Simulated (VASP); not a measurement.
# C (Fd-3m) in VASP: notebook

C is run at these levels: HSE06; tasks: single point.

All numbers are computed with VASP 6.6.1; they aren't measurements. Logs are shortened: lines on timing, memory, paths and dates and some standing lists are left out, and cuts for length are marked.

### Step 1. The cell of the first run

The structure is cubic, space group Fd-3m (No. 227). The conventional cell has a = 3.545 Å, b = 3.545 Å, c = 3.545 Å, α = 90.00°, β = 90.00°, γ = 90.00°. Within 2.0 Å of C (site symmetry -43m) lie 4 C at 1.54 Å.

### Step 2. Single point, HSE06

The input, POSCAR:

```
C
1.0
    0.0000000000      1.7727155681      1.7727155681
    1.7727155681      0.0000000000      1.7727155681
    1.7727155681      1.7727155681      0.0000000000
C
2
Direct
    0.0000000000      0.0000000000      0.0000000000
    0.2500000000      0.2500000000      0.2500000000
```

The input, INCAR.step1:

```
PREC = Accurate ; ENCUT = 520
EDIFF = 1E-5 ; ISMEAR = -1
SIGMA = 0.02 ; LREAL = False
LASPH = True ; NELM = 60
ALGO = Normal ; ISIF = 2
LWAVE = True ; LCHARG = False
NBANDS = 11 ; GGA = PE
```

The input, INCAR.step2:

```
PREC = Accurate ; ENCUT = 520
EDIFF = 1E-7 ; ISMEAR = -1
SIGMA = 0.02 ; LREAL = False
LASPH = True ; NELM = 60
ALGO = Normal ; ISIF = 2
LWAVE = False ; LCHARG = False
GGA = PE ; LHFCALC = True
HFSCREEN = 0.2079 ; PRECFOCK = Normal
NBANDS = 11 ; ISTART = 1
```

The input, KPOINTS:

```
regular mesh
0
Gamma
  8 8 8
```

Potentials or basis: VASP PAW PBE potentials, release 64 (C).

Started as:

```bash
$ cat potpaw_PBE.64/C/POTCAR > POTCAR
$ cp INCAR.step1 INCAR
$ mpirun -np 1 vasp_std > vasp.out
$ cp INCAR.step2 INCAR
$ mpirun -np 1 vasp_std > vasp.out
```

OUTCAR:

```text
PREC = Accurate
   ENCUT = 520
   EDIFF = 1E-7
   ISMEAR = -1
   LREAL = False
   LASPH = True
   NELM = 60
   ISIF = 2
   GGA = PE
   LHFCALC = True
   HFSCREEN = 0.2079
   PRECFOCK = Normal
   ISTART = 1

 ion  position               nearest neighbor table
   1  0.000  0.000  0.000-   2 1.54   2 1.54   2 1.54   2 1.54
   2  0.250  0.250  0.250-   1 1.54   1 1.54   1 1.54   1 1.54

  LATTYP: Found a face centered cubic cell.
 ALAT       =     3.5454311362

  Lattice vectors:

 A1 = (   0.0000000000,   1.7727155681,   1.7727155681)
 A2 = (   1.7727155681,   0.0000000000,   1.7727155681)
 A3 = (   1.7727155681,   1.7727155681,   0.0000000000)

Analysis of symmetry for initial positions (statically):
=====================================================================
 Subroutine PRICEL returns:
 Original cell was already a primitive cell.

 Routine SETGRP: Setting up the symmetry group for a
 face centered cubic supercell.

 Subroutine GETGRP returns: Found 48 space group operations
 (whereof 24 operations were pure point group operations)
 out of a pool of 48 trial point group operations.

The static configuration has the point symmetry T_d .
 The point group associated with its full space group is O_h .

Analysis of symmetry for dynamics (positions and initial velocities):
=====================================================================
 Subroutine PRICEL returns:
 Original cell was already a primitive cell.

 Routine SETGRP: Setting up the symmetry group for a
 face centered cubic supercell.

 Subroutine GETGRP returns: Found 48 space group operations
 (whereof 24 operations were pure point group operations)
 out of a pool of 48 trial point group operations.

The dynamic configuration has the point symmetry T_d .
 The point group associated with its full space group is O_h .

 Subroutine INISYM returns: Found 48 space group operations
 (whereof 24 operations are pure point group operations),
 and found     1 'primitive' translations

----------------------------------------------------------------------------------------

                                     Primitive cell

  volume of cell :      11.1416

  direct lattice vectors                    reciprocal lattice vectors
     0.000000000  1.772715568  1.772715568    -0.282053144  0.282053144  0.282053144
     1.772715568  0.000000000  1.772715568     0.282053144 -0.282053144  0.282053144
     1.772715568  1.772715568  0.000000000     0.282053144  0.282053144 -0.282053144

  length of vectors
     2.506998399  2.506998399  2.506998399     0.488530376  0.488530376  0.488530376

  position of ions in fractional coordinates (direct lattice)
     0.000000000  0.000000000  0.000000000
     0.250000000  0.250000000  0.250000000

  ion indices of the primitive-cell ions
   primitive index   ion index
                 1           1
                 2           2

----------------------------------------------------------------------------------------

 KPOINTS: regular mesh

Automatic generation of k-mesh.
 Grid dimensions read from file:
 generate k-points for:    8    8    8

 Generating k-lattice:

  Cartesian coordinates                     Fractional coordinates (reciprocal lattice)
    -0.035256643  0.035256643  0.035256643     0.125000000  0.000000000  0.000000000
     0.035256643 -0.035256643  0.035256643     0.000000000  0.125000000  0.000000000
     0.035256643  0.035256643 -0.035256643     0.000000000  0.000000000  0.125000000

  Length of vectors
     0.061066297  0.061066297  0.061066297

  Shift w.r.t. Gamma in fractional coordinates (k-lattice)
     0.000000000  0.000000000  0.000000000

 Subroutine IBZKPT returns following result:
 ===========================================

 Found     29 irreducible k-points:

 Following reciprocal coordinates:
            Coordinates               Weight
  0.000000  0.000000  0.000000      1.000000
  0.125000  0.000000  0.000000      8.000000
  0.250000  0.000000  0.000000      8.000000
  0.375000  0.000000  0.000000      8.000000
  0.500000  0.000000  0.000000      4.000000
  0.125000  0.125000  0.000000      6.000000
[... 16 lines left out ...]
  0.500000  0.250000  0.125000     48.000000
 -0.375000  0.250000  0.125000     24.000000
 [... further k-points ...]
   k-points           NKPTS =     29   k-points in BZ     NKDIM =    512   number of bands    NBANDS=     11
   number of dos      NEDOS =    301   number of ions     NIONS =      2
   total plane-waves  NPLWV =   8000
   dimension x,y,z NGX =    20 NGY =   20 NGZ =   20
   dimension x,y,z NGXF=    40 NGYF=   40 NGZF=   40
   ions per type =               2
   NGX,Y,Z   is equivalent  to a cutoff of  13.26, 13.26, 13.26 a.u.
   NGXF,Y,Z  is equivalent  to a cutoff of  26.53, 26.53, 26.53 a.u.
 SYSTEM =  unknown system
   PREC   = accura    normal or accurate (medium, high low for compatibility)
   ISTART =      1    job   : 0-new  1-cont  2-samecut
   ICHARG =      0    charge: 1-file 2-atom 10-const
   ISPIN  =      1    spin polarized calculation?
   LNONCOLLINEAR =      F non collinear calculations
   LSORBIT =      F    spin-orbit coupling
   LASPH  =      T    aspherical Exc in radial PAW
   ENCUT  =  520.0 eV  38.22 Ry    6.18 a.u.   4.66  4.66  4.66*2*pi/ulx,y,z
   NELM   =     60;   NELMIN=  2; NELMDL=  0     # of ELM steps
   EDIFF  = 0.1E-06   stopping-criterion for ELM
   LREAL  =      F    real-space projection
   EDIFFG = 0.1E-05   stopping-criterion for IOM
   NSW    =      0    number of steps for IOM
   IBRION =     -1    ionic relax: 0-MD 1-quasi-New 2-CG
   NFREE  =      0    steps in history (QN), initial steepest desc. (CG)
   ISIF   =      2    stress and relaxation
   ISYM   =      3    0-nonsym 1-usesym 2-fastsym
   POTIM  = 0.5000    time-step for ionic-motion
   TEBEG  =    0.0;   TEEND  =   0.0 temperature during run
   PSTRESS=    0.0 pullay stress
   NELECT =       8.0000    total number of electrons
   NUPDOWN=      -1.0000    fix difference up-down
   EMIN   =  10.00;   EMAX   =-10.00  energy-range for DOS
   EFERMI =   0.00;   METHOD = LEGACY
   ISMEAR =    -1;   SIGMA  =   0.02  broadening in eV -4-tet -1-fermi 0-gaus
   EFERMI_NEDOS =   21; number of points for ismear=-14 and -15
   IALGO  =     38    algorithm
   IMIX   =      1    mixing-type and parameters
     AMIX     =   0.40;   BMIX     =  1.00
     AMIX_MAG =   1.60;   BMIX_MAG =  1.00
  volume/ion in A,a.u.               =       5.57        37.59
  Fermi-wavevector in a.u.,A,eV,Ry     =   1.465961  2.770265 29.239489  2.149042
  Thomas-Fermi vector in A             =   2.581756
   LORBIT       =      0    0 simple, 1 ext, 2 COOP (PROOUT), +10 PAW based schemes
   GGA     = PE    functional components
   LHFCALC =     T    Hartree Fock is set to
   PRECFOCK=normal    Normal, Fast or Accurate (Low or Medium for compatibility)
   ENCUT4O =  -1.0   cutoff for four orbital integrals eV
   NKREDX  =     1    reduce k-point grid by
   NKREDY  =     1    reduce k-point grid by
   NKREDZ  =     1    reduce k-point grid by
   AEXX    =    0.2500 exact exchange contribution
   HFSCREEN=    0.2079 screening length (either q_TF or 0.3 A-1)
   HFSCREENC=   0.2079 screening length for correlation (either q_TF or 0.3 A-1)
   ENCUTFOCK=  -1.0 apply spherical cutoff to Coloumb kernel
   IVDW    =     0    specifies the selected vdW correction
   LEPSILON=     F    determine dielectric tensor
   LRPA    =     F    only Hartree local field effects (RPA)
 non-spin polarized calculation
  energy-cutoff  :      520.00
  volume of cell :       11.14
 maximum number of plane-waves:       308
  NGX = 14; NGY = 14; NGZ = 14

 number of electron       7.9999999 magnetization

 Free energy of the ion-electron system (eV)
  ---------------------------------------------------
  ext. energy  EPLUGINS =         0.00000000
  ---------------------------------------------------
  free energy    TOTEN  =       -21.05232099 eV

  energy without entropy =      -21.05232099  energy(sigma->0) =      -21.05232099

 E-fermi :   9.7747     XC(G=0): -10.8924

 val. band max:        9.3716966377   @ k =   0.0000   0.0000   0.0000
 cond. band min:      14.6943511082   @ k =   0.3750   0.3750   0.0000
 fundamental gap:      5.3226544705
 Fermi energy:         9.7747170316

 k-point     1 :       0.0000    0.0000    0.0000
  band No.  band energies     occupation
      1     -14.4194      2.00000
      2       9.3717      2.00000
      3       9.3717      2.00000
      4       9.3717      2.00000
      5      16.3968      0.00000
      6      16.3968      0.00000
      7      16.3968      0.00000
      8      25.0665      0.00000
      9      30.4611      0.00000
     10      37.8799      0.00000
     11      37.8799      0.00000

 k-point     2 :       0.1250    0.0000    0.0000
  band No.  band energies     occupation
      1     -13.9460      2.00000
      2       6.7291      2.00000
      3       8.6647      2.00000
      4       8.6647      2.00000
      5      17.3346      0.00000
      6      17.3346      0.00000
      7      17.7644      0.00000
      8      25.4332      0.00000
      9      31.2057      0.00000
     10      34.6516      0.00000
     11      34.6516      0.00000

 k-point     3 :       0.2500    0.0000    0.0000
  band No.  band energies     occupation
      1     -12.5395      2.00000
      2       2.0672      2.00000
      3       7.4478      2.00000
      4       7.4478      2.00000
      5      18.8041      0.00000
      6      18.8041      0.00000
      7      19.1689      0.00000
      8      26.3282      0.00000
      9      32.0948      0.00000
     10      33.5625      0.00000
     11      33.5625      0.00000
[... 267 lines left out ...]
 k-point    23 :       0.5000    0.2500    0.1250
  band No.  band energies     occupation
      1      -9.0782      2.00000
      2      -1.5683      2.00000
      3       2.4147      2.00000
      4       4.8511      2.00000
      5      18.8949      0.00000
      6      20.7117      0.00000
      7      23.8757      0.00000
      8      24.8014      0.00000
      9      31.7273      0.00000
     10      34.0743      0.00000
     11      37.8676      0.00000

 k-point    24 :      -0.3750    0.2500    0.1250
  band No.  band energies     occupation
      1      -6.9758      2.00000
      2      -4.3446      2.00000
      3       2.3663      2.00000
      4       4.1809      2.00000
      5      19.1584      0.00000
      6      20.5824      0.00000
      7      24.6915      0.00000
      8      26.5635      0.00000
      9      29.5537      0.00000
     10      35.9970      0.00000
     11      37.9767      0.00000

 [... further k-points ...]

------------------------ aborting loop because EDIFF is reached ----------------------------------------

  FORCE on cell =-STRESS in cart. coord.  units (eV):
  Direction    XX          YY          ZZ          XY          YZ          ZX
  --------------------------------------------------------------------------------------
  -------------------------------------------------------------------------------------
  Total        0.0661152      0.0661152      0.0661152     -0.0000000      0.0000000     -0.0000000
  in kB        9.5074699      9.5074699      9.5074699     -0.0000000      0.0000000     -0.0000000
  external PRESSURE =       9.5074699 kB  Pullay stress =       0.0000000 kB

 VOLUME and BASIS-vectors are now :
 -----------------------------------------------------------------------------
  energy-cutoff  :      520.00
  volume of cell :       11.14
      direct lattice vectors                 reciprocal lattice vectors
     0.000000000  1.772715568  1.772715568    -0.282053144  0.282053144  0.282053144
     1.772715568  0.000000000  1.772715568     0.282053144 -0.282053144  0.282053144
     1.772715568  1.772715568  0.000000000     0.282053144  0.282053144 -0.282053144

 POSITION                                       TOTAL-FORCE (eV/Angst)
 -----------------------------------------------------------------------------------
      0.00000      0.00000      0.00000        -0.000000     -0.000000     -0.000000
      0.88636      0.88636      0.88636         0.000000      0.000000      0.000000
 -----------------------------------------------------------------------------------
    total drift:                               -0.000000     -0.000000     -0.000000

  FREE ENERGIE OF THE ION-ELECTRON SYSTEM (eV)
  ---------------------------------------------------
  free  energy   TOTEN  =       -21.0523209946 eV

  energy  without entropy=      -21.0523209946  energy(sigma->0) =      -21.05232099
```

Run time: 7.9 min. Hardware: 1 thread of Intel Xeon Platinum 8259CL at 2.50GHz (Skylake/Cascade Lake), shared host; peak memory 0.22 GiB.

Results:

```yaml
Free_energy: -21.0523 eV
Pressure: 1.0 GPa
Band_gap_on_the_k_mesh: 5.32 eV (least direct gap 7.03 eV)
```

Caveat: the PAW data sets were made with another functional, which shifts forces and pressure a little. A k mesh can miss the band edges.

[end of part 1 of 2]
